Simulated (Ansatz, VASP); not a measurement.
## Two plane-wave programs on TePb

The input INCAR:

```
SYSTEM = TePb
  PREC = Accurate
  ENCUT = 500
  EDIFF = 1E-6
  ISMEAR = 0
  SIGMA = 0.02
  LREAL = .False.
  LASPH = .True.
  NELM = 200
  ALGO = Normal
  ISIF = 2
  LWAVE = .False.
  LCHARG = .False.
  LNONCOLLINEAR = .True.
  MAGMOM = 0 0 0 0 0 0
  LORBIT = 11
  LSORBIT = .True.
  GGA_COMPAT = .False.
  LORBMOM = .True.
  GGA = PE
  NBANDS = 32
```

The input KPOINTS:

```
regular mesh
0
Gamma
  10 10 10
  0 0 0
```

File POSCAR:

```
TePb
1.0
    0.0000000000      3.2483050867      3.2483050867
    3.2483050867      0.0000000000      3.2483050867
    3.2483050867      3.2483050867      0.0000000000
Te Pb
1 1
Direct
    0.5000000000      0.5000000000      0.5000000000
    0.0000000000      0.0000000000      0.0000000000
```

Input for Ansatz:

```yaml
crystal:
  lattice:
    - [0.0, 3.2483050867, 3.2483050867]
    - [3.2483050867, 0.0, 3.2483050867]
    - [3.2483050867, 3.2483050867, 0.0]
  atoms:
    - { symbol: Te, position: [0.5, 0.5, 0.5] }
    - { symbol: Pb, position: [0.0, 0.0, 0.0] }
basis:
  ecutwfc: 420
kpoints:
  mp_grid: { grid: [10, 10, 10] }
hamiltonian:
  xc: pbe
scf:
  occupations: { method: gaussian, width: 0.02 }
output:
  forces: true
  stress: true
  eigenvalues: true
  write_density: true
  write_potential: true
  elf: true
  volumetric_format: npy
magnetization:
  noncollinear: true
  spin_orbit: true
```

Alike in both runs: task single point; functional PBE; k mesh 10 × 10 × 10; occupations gaussian, width 0.02 eV; non-collinear spin, spin-orbit coupling.

```csv
,VASP,Ansatz
version,VASP 6.6.1,Ansatz 0.2.0
potentials or method,"VASP PAW PBE potentials, release 64 (Te, Pb_d), cutoff 500 eV","plane waves, PAW"
valence electrons in the cell,20,30
```

```csv
,VASP,Ansatz,Ansatz less VASP
pressure (GPa),1.3,1.2,-0.09
```

The functional is the same, so the differences come from potentials, cutoffs and numerics. VASP's potentials hold 20 valence electrons a cell and Ansatz's 30, so a difference there can come from the potentials and not from the codes.
